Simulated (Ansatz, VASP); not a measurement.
**NaCl in VASP and in Ansatz**

File INCAR:

```
ALGO     = Normal         # electronic algorithm
EDIFF    = 1E-8           # SCF threshold, eV
ENCUT    = 400            # plane-wave cutoff, eV
GGA      = PS             # functional
GGA_COMPAT= F            
ISIF     = 2              # what is computed and relaxed
ISMEAR   = -1             # smearing method
LASPH    = T              # aspherical terms in the spheres
LCHARG   = F              # write CHGCAR
LEFG     = T            
LREAL    = F              # projectors in reciprocal space
LWAVE    = F              # write WAVECAR
NBANDS   = 14             # bands
NELM     = 120            # most SCF steps
PREC     = Accurate       # precision mode
SIGMA    = 0.02           # smearing width, eV
```

Contents of KPOINTS:

```
k-points
0
Gamma
  8 8 8
```

POSCAR

```
NaCl
1.0
    2.8408047908      0.0000000000      0.0000000000
    0.0000000000      2.8408047908      0.0000000000
    0.0000000000      0.0000000000      2.8408047908
Na Cl
1 1
Direct
    0.0000000000      0.0000000000      0.0000000000
    0.5000000000      0.5000000000      0.5000000000
```

Input for Ansatz:

```yaml
crystal:
  lattice:
    - [2.8408047908, 0.0, 0.0]
    - [0.0, 2.8408047908, 0.0]
    - [0.0, 0.0, 2.8408047908]
  atoms:
    - { symbol: Na, position: [0.0, 0.0, 0.0] }
    - { symbol: Cl, position: [0.5, 0.5, 0.5] }
kpoints:
  mp_grid: { grid: [8, 8, 8] }
scf:
  occupations: { method: fermi_dirac, width: 0.02 }
hamiltonian:
  xc: pbesol
  pseudopotentials: { kind: all_electron, datasets: crystal }
output:
  forces: true
  stress: true
  eigenvalues: true
  efg: { contact_densities: true }
```

Change from the starting cell: volume scaled by 0.98, crystal datasets.

Alike in both runs: task electric field gradients; functional PBEsol; k mesh 8 × 8 × 8; occupations fermi-dirac, width 0.02 eV; no spin polarisation.

```csv
,VASP,Ansatz
version,VASP 6.6.1,Ansatz 0.2.0
potentials or method,"VASP PAW PBE potentials, release 64 (Na_pv, Cl), cutoff 400 eV","all-electron PAW with datasets made for the crystal, scalar-relativistic"
```

Ansatz gave:

| Quantity | Value |
| --- | --- |
| gap on the k mesh at the Fermi level (eV) | 4.06 |
| pressure (GPa) | 64.5 |

Q: Estimate VASP's values.

A: gap on the k mesh at the Fermi level (eV): 4.12; pressure (GPa): 64.9.

VASP's potentials were made for PBE, not for PBEsol. Both programs put the cell under a high pressure, so it lies far from rest at this level. Ansatz ran all-electron here, and VASP with PAW potentials.

Noted on VASP's run: the cell as given lies far from equilibrium.
